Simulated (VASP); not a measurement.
# MnO2 (P-3m1) in VASP: settings compared

The runs below take MnO2 through single point, relaxation of cell and atoms, with LDA, PBEsol+D3(BJ), PBEsol.

Program: VASP 6.6.1. These are calculated values, not measurements. Logs are shortened: lines on timing, memory, paths and dates and some standing lists are left out, and cuts for length are marked.

## Step 1: The cell of the first run

It takes space group P-3m1 (No. 164, trigonal). Conventional cell: a = 2.814 Å, b = 2.814 Å, c = 4.382 Å, α = 90.00°, β = 90.00°, γ = 120.00°. Mn (site symmetry -3m) has 6 O at 1.88 Å within 2.5 Å. Within 2.5 Å of O (site symmetry 3m) lie 3 Mn at 1.88 Å and 3 O at 2.48 Å.

## Step 2: Single point, LDA, collinear spin, ferromagnetic start

Input file INCAR:

```
PREC = Accurate
ENCUT = 600
EDIFF = 1E-6
ISMEAR = -1
SIGMA = 0.05
LREAL = F
LASPH = T
NELM = 200
ALGO = Normal
ISIF = 2
LWAVE = F
LCHARG = F
ISPIN = 2
MAGMOM = 5.2 0 0
LORBIT = 11
LMAXMIX = 4
GGA = CA
NBANDS = 24
GGA_COMPAT = F
```

Input file KPOINTS:

```
regular mesh
0
Gamma
  11 11 6
```

Input file POSCAR:

```
MnO2
1.0
    2.8137443254      0.0000000000      0.0000000000
   -1.4068721627      2.4367740655      0.0000000000
    0.0000000000      0.0000000000      4.3820548111
Mn O
1 2
Direct
    0.0000000000      0.0000000000      0.5000000000
    0.6666666667      0.3333333333      0.2855729630
    0.3333333333      0.6666666667      0.7144270370
```

Potentials or basis: VASP PAW LDA potentials, release 64 (Mn_pv, O).

Run with:

```sh
$ cat potpaw_LDA.64/Mn_pv/POTCAR potpaw_LDA.64/O/POTCAR > POTCAR
$ mpirun -np 1 vasp_std > vasp.out
```

OUTCAR:

```text
PREC = Accurate
   ENCUT = 600
   EDIFF = 1E-6
   ISMEAR = -1
   LREAL = F
   LASPH = T
   NELM = 200
   ISIF = 2
   ISPIN = 2
   LORBIT = 11
   GGA = CA

 ion  position               nearest neighbor table
   1  0.000  0.000  0.500-   2 1.88   3 1.88   3 1.88   2 1.88   2 1.88   3 1.88
   2  0.667  0.333  0.286-   1 1.88   1 1.88   1 1.88
   3  0.333  0.667  0.714-   1 1.88   1 1.88   1 1.88

  LATTYP: Found a hexagonal cell.
 ALAT       =     2.8137443254
 C/A-ratio  =     1.5573749084

  Lattice vectors:

 A1 = (   2.8137443254,   0.0000000000,   0.0000000000)
 A2 = (  -1.4068721627,   2.4367740655,   0.0000000000)
 A3 = (   0.0000000000,   0.0000000000,   4.3820548111)

Analysis of symmetry for initial positions (statically):
=====================================================================
 Subroutine PRICEL returns:
 Original cell was already a primitive cell.

 Routine SETGRP: Setting up the symmetry group for a
 hexagonal supercell.

 Subroutine GETGRP returns: Found 12 space group operations
 (whereof 12 operations were pure point group operations)
 out of a pool of 24 trial point group operations.

The static configuration has the point symmetry D_3d.

Analysis of symmetry for dynamics (positions and initial velocities):
=====================================================================
 Subroutine PRICEL returns:
 Original cell was already a primitive cell.

 Routine SETGRP: Setting up the symmetry group for a
 hexagonal supercell.

 Subroutine GETGRP returns: Found 12 space group operations
 (whereof 12 operations were pure point group operations)
 out of a pool of 24 trial point group operations.

The dynamic configuration has the point symmetry D_3d.

Analysis of structural, dynamic, and magnetic symmetry:
=====================================================================
 Subroutine PRICEL returns:
 Original cell was already a primitive cell.

 Routine SETGRP: Setting up the symmetry group for a
 hexagonal supercell.

 Subroutine GETGRP returns: Found 12 space group operations
 (whereof 12 operations were pure point group operations)
 out of a pool of 24 trial point group operations.

The overall configuration has the point symmetry D_3d.

 Subroutine INISYM returns: Found 12 space group operations
 (whereof 12 operations are pure point group operations),
 and found     1 'primitive' translations

----------------------------------------------------------------------------------------

                                     Primitive cell
[... 118 lines left out ...]
   GGA     = CA    functional components
   LHFCALC =     F    Hartree Fock is set to
   AEXX    =    0.0000 exact exchange contribution
   IVDW    =     0    specifies the selected vdW correction
   LEPSILON=     F    determine dielectric tensor
   LRPA    =     F    only Hartree local field effects (RPA)
 spin polarized calculation
  energy-cutoff  :      600.00
  volume of cell :       30.05
 maximum number of plane-waves:      1025
 NGX is ok and might be reduce to    24
   NGX = 11   NGY = 11   NGZ = 17

 number of electron      24.9999994 magnetization       2.9896870

 Free energy of the ion-electron system (eV)
  ---------------------------------------------------
  ext. energy  EPLUGINS =         0.00000000
  ---------------------------------------------------
  free energy    TOTEN  =       -26.15610095 eV

  energy without entropy =      -26.15456179  energy(sigma->0) =      -26.15533137

 E-fermi :   4.2554     XC(G=0): -11.9467

 val. band max:        4.1810518813   @ k =   0.0909   0.0000   0.5000
 cond. band min:       4.2971251038   @ k =   0.0000   0.0000   0.5000
 fundamental gap:      0.1160732225
 Fermi energy:         4.2554329629

 spin component 1

 k-point     1 :       0.0000    0.0000    0.0000
  band No.  band energies     occupation
      1     -45.8885      1.00000
      2     -45.8885      1.00000
      3     -45.8543      1.00000
      4     -15.9506      1.00000
      5     -13.2860      1.00000
      6      -2.8767      1.00000
[... 637 lines left out ...]
     23      25.1157      0.00000
     24      27.2023      0.00000

 [... further k-points ...]

 spin component 2

 k-point     1 :       0.0000    0.0000    0.0000
  band No.  band energies     occupation
      1     -43.1510      1.00000
      2     -43.1510      1.00000
      3     -43.0111      1.00000
      4     -15.7107      1.00000
      5     -13.0786      1.00000
      6      -2.1472      1.00000
[... 637 lines left out ...]
     23      25.7054      0.00000
     24      27.4220      0.00000

 [... further k-points ...]

------------------------ aborting loop because EDIFF is reached ----------------------------------------

  FORCE on cell =-STRESS in cart. coord.  units (eV):
  Direction    XX          YY          ZZ          XY          YZ          ZX
  --------------------------------------------------------------------------------------
  -------------------------------------------------------------------------------------
  Total        0.2123493      0.2123493      0.0808171      0.0000000      0.0000000     -0.0000000
  in kB       11.3235807     11.3235807      4.3095945      0.0000000      0.0000000     -0.0000000
  external PRESSURE =       8.9855853 kB  Pullay stress =       0.0000000 kB

 VOLUME and BASIS-vectors are now :
 -----------------------------------------------------------------------------
  energy-cutoff  :      600.00
  volume of cell :       30.05
      direct lattice vectors                 reciprocal lattice vectors
     2.813744325  0.000000000  0.000000000     0.355398318  0.205189314  0.000000000
    -1.406872163  2.436774065  0.000000000     0.000000000  0.410378629  0.000000000
     0.000000000  0.000000000  4.382054811     0.000000000  0.000000000  0.228203444

 POSITION                                       TOTAL-FORCE (eV/Angst)
 -----------------------------------------------------------------------------------
      0.00000      0.00000      2.19103        -0.000000      0.000000      0.000000
      1.40687      0.81226      1.25140        -0.000000      0.000000     -0.102833
     -0.00000      1.62452      3.13066         0.000000      0.000000      0.102833
 -----------------------------------------------------------------------------------
    total drift:                               -0.000000      0.000000     -0.000000

  FREE ENERGIE OF THE ION-ELECTRON SYSTEM (eV)
  ---------------------------------------------------
  free  energy   TOTEN  =       -26.1561009482 eV

  energy  without entropy=      -26.1545617946  energy(sigma->0) =      -26.15533137

 total charge

# of ion       s       p       d       tot
------------------------------------------
    1        0.374   6.509   5.009  11.891
    2        1.568   3.416   0.000   4.984
    3        1.568   3.416   0.000   4.984
--------------------------------------------------
tot          3.510  13.341   5.009  21.860

 magnetization (x)

# of ion       s       p       d       tot
------------------------------------------
    1        0.029   0.037   2.672   2.738
    2        0.004   0.074   0.000   0.079
    3        0.004   0.074   0.000   0.079
--------------------------------------------------
tot          0.038   0.186   2.672   2.896
```

Wall time 3.3 min (1 thread of Oxide Virtual Turin-like, shared host); peak memory 0.19 GiB.

Results:

```yaml
Free_energy: -26.1561 eV
Pressure: 0.9 GPa
Largest_force: 0.103 eV/Å
Band_gap_on_the_k_mesh: 0.12 eV (least direct gap 0.15 eV)
Net_moment: 2.99 μB per cell
Site_moments: Mn +2.74; O +0.08 μB
Valence_electrons_inside_the_program's_atomic_spheres: Mn 11.89; O 4.98
```

Forces in eV/Å, atoms in the order of the input:
```
Mn   0.000  0.000  0.000
O    0.000  0.000 -0.103
O    0.000  0.000  0.103
```

Levels at points of the mesh, in eV from the valence-band top:
Spin up:
```
           k point  band 11  band 12  band 13  band 14  band 15  band 16  band 17  band 18
(0.00, 0.00, 0.00)    -1.87    -1.87    -1.49    -0.44     2.68     2.68     7.10    10.09
(0.00, 0.00, 0.50)    -2.51    -1.94    -1.94    -0.04     2.77     2.77     9.15     9.67
```
Spin down:
```
           k point  band 9  band 10  band 11  band 12  band 13  band 14
(0.00, 0.00, 0.00)   -1.69    -1.69    -1.24     0.13     0.13     1.88
(0.00, 0.00, 0.50)   -3.04    -1.76    -1.76     0.12     0.12     2.08
```

Caveat: a cell with one magnetic atom can't hold antiferromagnetic order, which such compounds often take. A k mesh can miss the band edges.

## Step 3: Single point, PBEsol+D3(BJ), collinear spin, ferromagnetic start

This run uses another cell than the first one, of 10.37 Å³/atom.

INCAR, as its differences from that of step 2:

```diff
@@ -11,3 +11,3 @@
 LWAVE = F
-LCHARG = F
+LCHARG = T
 ISPIN = 2
@@ -16,3 +16,6 @@
 LMAXMIX = 4
-GGA = CA
+GGA = PS
+IVDW = 12
+LELF = T
+LVHAR = T
 NBANDS = 24
```

Input file KPOINTS:

```
Automatic mesh
0
Gamma
  11 11 6
```

Input file POSCAR:

```
MnO2
1.0
    2.8335756924      0.0000000000      0.0000000000
   -1.4167878462      2.4539485332      0.0000000000
    0.0000000000      0.0000000000      4.4743465705
Mn O
1 2
Direct
    0.0000000000      0.0000000000      0.5000000000
    0.6666666667      0.3333333333      0.2876236812
    0.3333333333      0.6666666667      0.7123763188
```

Potentials or basis: VASP PAW PBE potentials, release 64 (Mn_pv, O).

Run with:

```sh
$ cat potpaw_PBE.64/Mn_pv/POTCAR potpaw_PBE.64/O/POTCAR > POTCAR
$ mpirun -np 1 vasp_std > vasp.out
```

Wall time 4.2 min (1 thread of Oxide Virtual Turin-like, shared host); peak memory 0.23 GiB.

The run converged. Its results:

```yaml
Free_energy: -25.3874 eV
Pressure: 0.7 GPa
Largest_force: 0.083 eV/Å
Band_gap_on_the_k_mesh: 0.61 eV (least direct gap 0.67 eV)
Net_moment: 3.00 μB per cell
Site_moments: Mn +2.82; O +0.05 μB
Valence_electrons_inside_the_program's_atomic_spheres: Mn 11.82; O 4.98
Dispersion_energy_per_atom: -0.114 eV
```

Forces on the atoms (eV/Å):
```
Mn   0.000  0.000  0.000
O    0.000  0.000 -0.083
O    0.000  0.000  0.083
```

Stress tensor (GPa, compression positive):
```
0.95 0.00 0.00
0.00 0.95 0.00
0.00 0.00 0.30
```

Levels at points of the mesh, in eV from the valence-band top:
Spin up:
```csv
k point,band 11,band 12,band 13,band 14,band 15,band 16,band 17,band 18
"(0.00, 0.00, 0.00)",-1.56,-1.56,-1.23,-0.43,2.81,2.81,7.13,10.21
"(0.00, 0.00, 0.50)",-2.48,-1.62,-1.62,-0.06,2.88,2.88,9.25,9.53
```
Spin down:
```tsv
k point	band 7	band 8	band 9	band 10	band 11	band 12	band 13	band 14	band 15	band 16
(0.00, 0.00, 0.00)	-5.26	-5.26	-1.45	-1.45	-1.03	0.62	0.62	2.28	4.17	4.17
(0.00, 0.00, 0.50)	-5.24	-4.75	-2.63	-1.52	-1.52	0.61	0.61	2.44	4.24	4.24
```

Caveat: the PAW data sets were made with another functional, which shifts forces and pressure a little; a cell with one magnetic atom can't hold antiferromagnetic order, which such compounds often take. A k mesh can miss the band edges.

(Continued in part 2 of 2.)
